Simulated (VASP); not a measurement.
F, 4 atoms in the cell. Symmetry: C2/c, No. 15, monoclinic system. Conventional cell: a = 5.566 Å, b = 3.448 Å, c = 6.544 Å, α = 90.00°, β = 91.06°, γ = 90.00°. F (site symmetry 1) has 1 F at 1.36 Å within 1.8 Å. 

* Program: VASP 6.6.1
* Task: single point
* Functional: PBE
* Dispersion: D3(BJ)
* Potentials or basis: VASP PAW PBE potentials, release 64 (F)
* Cutoff: 520 eV
* k mesh: 8 × 8 × 4
* Occupations: gaussian, width 0.05 eV
* Spin: no spin polarisation
* Dipole correction: no
* Further INCAR settings: ALGO = Normal; EDIFF = 1e-06; NBANDS = 22

Potentials or basis: VASP PAW PBE potentials, release 64 (F).

The run is started by

```sh
$ cat potpaw_PBE.64/F/POTCAR > POTCAR
$ mpirun -np 1 vasp_std > vasp.out
```

Hardware: 1 thread of Intel(R) Xeon(R) 6975P-C (Granite Rapids), on a shared host.

Question: Estimate the wall time of this run.

Answer: Run time: 25 s on 1 thread of Intel(R) Xeon(R) 6975P-C (Granite Rapids), with other jobs on the host, peak memory 0.21 GiB. Counts: scf iterations 12, k points 78.
